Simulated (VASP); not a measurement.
# Zn (P6_3/mmc) in VASP: a series of runs

Runs on Zn. Level: PBEsol. Tasks: single point.

Program: VASP 6.6.1. These are calculated values, not measurements. Logs are shortened: lines on timing, memory, paths and dates and some standing lists are left out, and cuts for length are marked.

### 1 The cell of the first run

The structure is hexagonal, space group P6_3/mmc (No. 194). The conventional cell has a = 2.505 Å, b = 2.505 Å, c = 4.947 Å, α = 90.00°, β = 90.00°, γ = 120.00°. Within 3.3 Å of Zn (site symmetry -6m2) lie 12 Zn at 2.50 to 2.87 Å.

### 2 Single point, PBEsol (strain -0.0600 x Voigt [1, 1, 0, 0, 0, 0])

Contents of INCAR:

```
  PREC = Accurate
  ENCUT = 520
  EDIFF = 1E-6
  ISMEAR = 0
  SIGMA = 0.15
  LREAL = False
  LASPH = True
  NELM = 100
  ALGO = Fast
  ISIF = 2
  LWAVE = False
  LCHARG = False
  GGA = PS
  NBANDS = 19
```

Contents of KPOINTS:

```
regular mesh
0
Gamma
  24 24 10
```

Contents of POSCAR:

```
Zn
1.0
    2.5049101700      0.0000000000      0.0000000000
   -1.2524550850      2.1693158414      0.0000000000
    0.0000000000      0.0000000000      4.9467000000
Zn
2
Direct
    0.3333333333      0.6666666667      0.2500000000
    0.6666666667      0.3333333333      0.7500000000
```

Potentials or basis: VASP PAW PBE potentials, release 64 (Zn).

Command:

```
> cat potpaw_PBE.64/Zn/POTCAR > POTCAR
> mpirun -np 1 vasp_std > vasp.out
```

OUTCAR:

```text
PREC = Accurate
   ENCUT = 520
   EDIFF = 1E-6
   ISMEAR = 0
   LREAL = False
   LASPH = True
   NELM = 100
   ISIF = 2
   GGA = PS

 ion  position               nearest neighbor table
   1  0.333  0.667  0.250-   2 2.87   2 2.87   2 2.87   2 2.87   2 2.87   2 2.87
   2  0.667  0.333  0.750-   1 2.87   1 2.87   1 2.87   1 2.87   1 2.87   1 2.87

  LATTYP: Found a hexagonal cell.
 ALAT       =     2.5049101700
 C/A-ratio  =     1.9748013559

  Lattice vectors:

 A1 = (   2.5049101700,   0.0000000000,   0.0000000000)
 A2 = (  -1.2524550850,   2.1693158414,   0.0000000000)
 A3 = (   0.0000000000,   0.0000000000,   4.9467000000)

Analysis of symmetry for initial positions (statically):
=====================================================================
 Subroutine PRICEL returns:
 Original cell was already a primitive cell.

 Routine SETGRP: Setting up the symmetry group for a
 hexagonal supercell.

 Subroutine GETGRP returns: Found 24 space group operations
 (whereof 12 operations were pure point group operations)
 out of a pool of 24 trial point group operations.

The static configuration has the point symmetry D_3d.
 The point group associated with its full space group is D_6h.

Analysis of symmetry for dynamics (positions and initial velocities):
=====================================================================
 Subroutine PRICEL returns:
 Original cell was already a primitive cell.

 Routine SETGRP: Setting up the symmetry group for a
 hexagonal supercell.

 Subroutine GETGRP returns: Found 24 space group operations
 (whereof 12 operations were pure point group operations)
 out of a pool of 24 trial point group operations.

The dynamic configuration has the point symmetry D_3d.
 The point group associated with its full space group is D_6h.

 Subroutine INISYM returns: Found 24 space group operations
 (whereof 12 operations are pure point group operations),
 and found     1 'primitive' translations

----------------------------------------------------------------------------------------

                                     Primitive cell

  volume of cell :      26.8801

  direct lattice vectors                    reciprocal lattice vectors
     2.504910170  0.000000000  0.000000000     0.399215913  0.230487415  0.000000000
    -1.252455085  2.169315841  0.000000000     0.000000000  0.460974829  0.000000000
     0.000000000  0.000000000  4.946700000     0.000000000  0.000000000  0.202154972

  length of vectors
     2.504910170  2.504910170  4.946700000     0.460974829  0.460974829  0.202154972

  position of ions in fractional coordinates (direct lattice)
     0.333333333  0.666666667  0.250000000
     0.666666667  0.333333333  0.750000000

  ion indices of the primitive-cell ions
   primitive index   ion index
                 1           1
                 2           2

----------------------------------------------------------------------------------------

 KPOINTS: regular mesh

Automatic generation of k-mesh.
 Grid dimensions read from file:
 generate k-points for:   24   24   10

 Generating k-lattice:

  Cartesian coordinates                     Fractional coordinates (reciprocal lattice)
     0.016633996  0.009603642  0.000000000     0.041666667  0.000000000  0.000000000
     0.000000000  0.019207285  0.000000000     0.000000000  0.041666667  0.000000000
     0.000000000  0.000000000  0.020215497     0.000000000  0.000000000  0.100000000

  Length of vectors
     0.019207285  0.019207285  0.020215497

  Shift w.r.t. Gamma in fractional coordinates (k-lattice)
     0.000000000  0.000000000  0.000000000

 Subroutine IBZKPT returns following result:
 ===========================================

 Found    366 irreducible k-points:

 Following reciprocal coordinates:
            Coordinates               Weight
  0.000000  0.000000  0.000000      1.000000
  0.041667  0.000000  0.000000      6.000000
  0.083333  0.000000  0.000000      6.000000
  0.125000  0.000000  0.000000      6.000000
  0.166667 -0.000000  0.000000      6.000000
  0.208333 -0.000000  0.000000      6.000000
[... 16 lines left out ...]
  0.416667  0.041667  0.000000     12.000000
  0.458333  0.041667  0.000000     12.000000
 [... further k-points ...]
   k-points           NKPTS =    366   k-points in BZ     NKDIM =    366   number of bands    NBANDS=     19
   number of dos      NEDOS =    301   number of ions     NIONS =      2
   total plane-waves  NPLWV =  16000
   dimension x,y,z NGX =    20 NGY =   20 NGZ =   40
   dimension x,y,z NGXF=    40 NGYF=   40 NGZF=   80
   ions per type =               2
   NGX,Y,Z   is equivalent  to a cutoff of  13.27, 13.27, 13.44 a.u.
   NGXF,Y,Z  is equivalent  to a cutoff of  26.55, 26.55, 26.89 a.u.
 SYSTEM =  unknown system
   PREC   = accura    normal or accurate (medium, high low for compatibility)
   ISTART =      0    job   : 0-new  1-cont  2-samecut
   ICHARG =      2    charge: 1-file 2-atom 10-const
   ISPIN  =      1    spin polarized calculation?
   LNONCOLLINEAR =      F non collinear calculations
   LSORBIT =      F    spin-orbit coupling
   LASPH  =      T    aspherical Exc in radial PAW
   ENCUT  =  520.0 eV  38.22 Ry    6.18 a.u.   4.66  4.66  9.20*2*pi/ulx,y,z
   NELM   =    100;   NELMIN=  2; NELMDL= -5     # of ELM steps
   EDIFF  = 0.1E-05   stopping-criterion for ELM
   LREAL  =      F    real-space projection
   EDIFFG = 0.1E-04   stopping-criterion for IOM
   NSW    =      0    number of steps for IOM
   IBRION =     -1    ionic relax: 0-MD 1-quasi-New 2-CG
   NFREE  =      0    steps in history (QN), initial steepest desc. (CG)
   ISIF   =      2    stress and relaxation
   ISYM   =      2    0-nonsym 1-usesym 2-fastsym
   POTIM  = 0.5000    time-step for ionic-motion
   TEBEG  =    0.0;   TEEND  =   0.0 temperature during run
   PSTRESS=    0.0 pullay stress
   NELECT =      24.0000    total number of electrons
   NUPDOWN=      -1.0000    fix difference up-down
   EMIN   =  10.00;   EMAX   =-10.00  energy-range for DOS
   EFERMI =   0.00;   METHOD = LEGACY
   ISMEAR =     0;   SIGMA  =   0.15  broadening in eV -4-tet -1-fermi 0-gaus
   EFERMI_NEDOS =   21; number of points for ismear=-14 and -15
   IALGO  =     68    algorithm
   IMIX   =      4    mixing-type and parameters
     AMIX     =   0.40;   BMIX     =  1.00
     AMIX_MAG =   1.60;   BMIX_MAG =  1.00
  volume/ion in A,a.u.               =      13.44        90.70
  Fermi-wavevector in a.u.,A,eV,Ry     =   1.576407  2.978978 33.811289  2.485060
  Thomas-Fermi vector in A             =   2.677245
   LORBIT       =      0    0 simple, 1 ext, 2 COOP (PROOUT), +10 PAW based schemes
   GGA     = PS    functional components
   LHFCALC =     F    Hartree Fock is set to
   AEXX    =    0.0000 exact exchange contribution
   IVDW    =     0    specifies the selected vdW correction
   LEPSILON=     F    determine dielectric tensor
   LRPA    =     F    only Hartree local field effects (RPA)
 non-spin polarized calculation
 RMM-DIIS sequential band-by-band and
 Gauss-broadening in eV      SIGMA  =   0.15
  energy-cutoff  :      520.00
  volume of cell :       26.88
 maximum number of plane-waves:       751
 NGX is ok and might be reduce to    20
   NGX =  9   NGY =  9   NGZ = 19

 number of electron      24.0000010 magnetization

 Free energy of the ion-electron system (eV)
  ---------------------------------------------------
  ext. energy  EPLUGINS =         0.00000000
  ---------------------------------------------------
  free energy    TOTEN  =        -3.10377554 eV

  energy without entropy =       -3.10020352  energy(sigma->0) =       -3.10198953

 E-fermi :   3.6861     XC(G=0): -12.3498

 val. band max:        3.6406909322   @ k =   0.1250   0.0833   0.2000
 cond. band min:       3.7355718178   @ k =   0.3750   0.2500   0.3000
 fundamental gap:      0.0948808857
 Fermi energy:         3.6860995947

 k-point     1 :       0.0000    0.0000    0.0000
  band No.  band energies     occupation
      1      -7.6063      2.00000
      2      -5.5365      2.00000
      3      -4.5694      2.00000
      4      -4.1911      2.00000
      5      -4.1911      2.00000
      6      -4.1438      2.00000
[... 11 lines left out ...]
     18      25.0209      0.00000
     19      25.8860      0.00000

 k-point     2 :       0.0417    0.0000    0.0000
  band No.  band energies     occupation
      1      -7.5472      2.00000
      2      -5.5036      2.00000
      3      -4.5600      2.00000
      4      -4.2003      2.00000
      5      -4.1745      2.00000
      6      -4.1527      2.00000
[... 11 lines left out ...]
     18      24.4781      0.00000
     19      26.6813      0.00000

 k-point     3 :       0.0833    0.0000    0.0000
  band No.  band energies     occupation
      1      -7.3711      2.00000
      2      -5.4091      2.00000
      3      -4.5336      2.00000
      4      -4.2255      2.00000
      5      -4.1765      2.00000
      6      -4.1256      2.00000
[... 11 lines left out ...]
     18      23.7981      0.00000
     19      26.3005      0.00000

 k-point     4 :       0.1250    0.0000    0.0000
  band No.  band energies     occupation
      1      -7.0823      2.00000
      2      -5.2670      2.00000
      3      -4.4971      2.00000
      4      -4.2605      2.00000
      5      -4.2014      2.00000
      6      -4.0470      2.00000
[... 407 lines left out ...]
     18      20.9408      0.00000
     19      21.3179      0.00000

 k-point    23 :       0.4167    0.0417    0.0000
  band No.  band energies     occupation
      1      -5.1628      2.00000
      2      -5.0829      2.00000
      3      -4.7965      2.00000
      4      -4.2549      2.00000
      5      -3.9996      2.00000
      6      -3.8965      2.00000
[... 11 lines left out ...]
     18      20.6708      0.00000
     19      21.1723      0.00000

 k-point    24 :       0.4583    0.0417    0.0000
  band No.  band energies     occupation
      1      -5.1794      2.00000
      2      -5.0998      2.00000
      3      -4.8191      2.00000
      4      -4.2771      2.00000
      5      -3.9696      2.00000
      6      -3.9061      2.00000
[... 11 lines left out ...]
     18      20.5286      0.00000
     19      21.1018      0.00000

 [... further k-points ...]

------------------------ aborting loop because EDIFF is reached ----------------------------------------

  FORCE on cell =-STRESS in cart. coord.  units (eV):
  Direction    XX          YY          ZZ          XY          YZ          ZX
  --------------------------------------------------------------------------------------
  -------------------------------------------------------------------------------------
  Total        2.1142305      2.1142305      0.5197558      0.0000000      0.0000000      0.0000000
  in kB      126.0179482    126.0179482     30.9798570      0.0000000      0.0000000      0.0000000
  external PRESSURE =      94.3385845 kB  Pullay stress =       0.0000000 kB

 VOLUME and BASIS-vectors are now :
 -----------------------------------------------------------------------------
  energy-cutoff  :      520.00
  volume of cell :       26.88
      direct lattice vectors                 reciprocal lattice vectors
     2.504910170  0.000000000  0.000000000     0.399215913  0.230487415  0.000000000
    -1.252455085  2.169315841  0.000000000     0.000000000  0.460974829  0.000000000
     0.000000000  0.000000000  4.946700000     0.000000000  0.000000000  0.202154972

 POSITION                                       TOTAL-FORCE (eV/Angst)
 -----------------------------------------------------------------------------------
     -0.00000      1.44621      1.23667         0.000000      0.000000      0.000000
      1.25246      0.72311      3.71002        -0.000000      0.000000      0.000000
 -----------------------------------------------------------------------------------
    total drift:                               -0.000000      0.000000      0.000000

  FREE ENERGIE OF THE ION-ELECTRON SYSTEM (eV)
  ---------------------------------------------------
  free  energy   TOTEN  =        -3.1037755395 eV

  energy  without entropy=       -3.1002035157  energy(sigma->0) =       -3.10198953
```

Wall time 3.4 min (1 thread of Intel Xeon 8259CL, shared host); peak memory 0.26 GiB.

Results:

```yaml
Free_energy: -3.1038 eV
Pressure: 9.4 GPa
Band_gap_on_the_k_mesh: zero (bands 12 and 13 overlap by 5.41 eV)
```

Caveat: the cell differs from its parent crystal (strain -0.0600 x Voigt [1, 1, 0, 0, 0, 0]); the stress differs along the axes, from 3 to 13 GPa; the PAW data sets were made with another functional, which shifts forces and pressure a little.

### 3 Single point, PBEsol (strain -0.0450 x Voigt [1, 1, 0, 0, 0, 0])

Contents of INCAR:

```
ALGO = Fast
EDIFF = 1E-7
ENCUT = 520
GGA = PS
ISIF = 2
ISMEAR = 0
LASPH = T
LCHARG = F
LREAL = F
LWAVE = F
NBANDS = 19
NELM = 100
PREC = Accurate
SIGMA = 0.15
```

Contents of KPOINTS:

```
k-points
0
Gamma
  24 24 10
```

Contents of POSCAR:

```
Zn
1.0
    2.5448821408      0.0000000000      0.0000000000
   -1.2724410704      2.2039325836      0.0000000000
    0.0000000000      0.0000000000      4.9467000000
Zn
2
Direct
    0.3333333333      0.6666666667      0.2500000000
    0.6666666667      0.3333333333      0.7500000000
```

Potentials or basis: VASP PAW PBE potentials, release 64 (Zn).

Command:

```
> cat potpaw_PBE.64/Zn/POTCAR > POTCAR
> mpirun -np 1 vasp_std > vasp.out
```

Wall time 4.1 min (1 thread of Intel Xeon 8259CL, shared host); peak memory 0.27 GiB.

It converged, with:

```
Free energy            : -3.1522 eV
Pressure               : 4.3 GPa
Band gap on the k mesh : zero (bands 12 and 13 overlap by 5.12 eV)
```

Stress tensor (GPa, compression positive):
```
6.07 0.00 0.00
0.00 6.07 0.00
0.00 0.00 0.87
```

Levels at points of the mesh, in eV from the Fermi level:
| k point | band 10 | band 11 | band 12 | band 13 | band 14 | band 15 |
| --- | --- | --- | --- | --- | --- | --- |
| (0.00, 0.00, 0.00) | -7.07 | -7.07 | -4.19 | -3.34 | 13.00 | 17.05 |
| (0.50, 0.00, 0.00) | -6.80 | -2.84 | -1.85 | 2.73 | 3.80 | 4.59 |
| (0.00, 0.00, 0.50) | -7.16 | -7.16 | -7.16 | 4.13 | 4.13 | 21.15 |
| (0.50, 0.00, 0.50) | -6.81 | -1.95 | -1.95 | 0.68 | 0.68 | 10.28 |

Caveat: the cell differs from its parent crystal (strain -0.0450 x Voigt [1, 1, 0, 0, 0, 0]); the stress differs along the axes, from 1 to 6 GPa; the PAW data sets were made with another functional, which shifts forces and pressure a little.

The gap in the log of VASP goes by the Fermi energy; the results here count the filled bands.